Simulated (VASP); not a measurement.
Input of a VASP 6.6.1 run:

File POSCAR:

```
TaN
1.0
    3.1656220298      0.0000000000      0.0000000000
   -1.5828110149      2.7415090966      0.0000000000
    0.0000000000      0.0000000000      6.2315984239
Ta N
2 2
Direct
    0.3333333333      0.6666666667      0.0312070532
    0.6666666667      0.3333333333      0.5312070532
    0.3333333333      0.6666666667      0.3537929468
    0.6666666667      0.3333333333      0.8537929468
```

The input INCAR.step1:

```
PREC = Accurate
ENCUT = 520
ISMEAR = -1
SIGMA = 0.05
LREAL = False
LASPH = True
NELM = 150
LMAXMIX = 4
LDAU = True
LDAUTYPE = 2
LDAUL = 2 -1
LDAUU = 8 0
LDAUJ = 0 0
NBANDS = 24
GGA = PE
ALGO = Normal
EDIFF = 1E-4
LWAVE = True
LCHARG = False
```

File INCAR.step2:

```
PREC = Accurate
ENCUT = 520
EDIFF = 1E-6
ISMEAR = -1
SIGMA = 0.05
LREAL = False
LASPH = True
NELM = 150
ALGO = Normal
ISIF = 2
LWAVE = False
LCHARG = False
LMAXMIX = 4
LDAU = True
LDAUTYPE = 2
LDAUL = 2 -1
LDAUU = 8 0
LDAUJ = 0 0
LDAUPRINT = 1
METAGGA = R2SCAN
LMIXTAU = True
NBANDS = 24
ISTART = 1
```

KPOINTS

```
regular mesh
0
Gamma
  10 10 6
```

Potentials or basis: VASP PAW PBE potentials, release 64 (Ta_pv, N).

The run is started by

```sh
$ cat potpaw_PBE.64/Ta_pv/POTCAR potpaw_PBE.64/N/POTCAR > POTCAR
$ cp INCAR.step1 INCAR
$ mpirun -np 1 vasp_std > vasp.out
$ cp INCAR.step2 INCAR
$ mpirun -np 1 vasp_std > vasp.out
```

(1) Predict the largest force.

(2) Predict the band gap on the k mesh.

Answers

(1) 0.321 eV/Å.

(2) 0.38 eV.

Caveat: the PAW data sets were made with another functional, which shifts forces and pressure a little; spin-orbit coupling is left out, which moves the levels of the heavy elements.
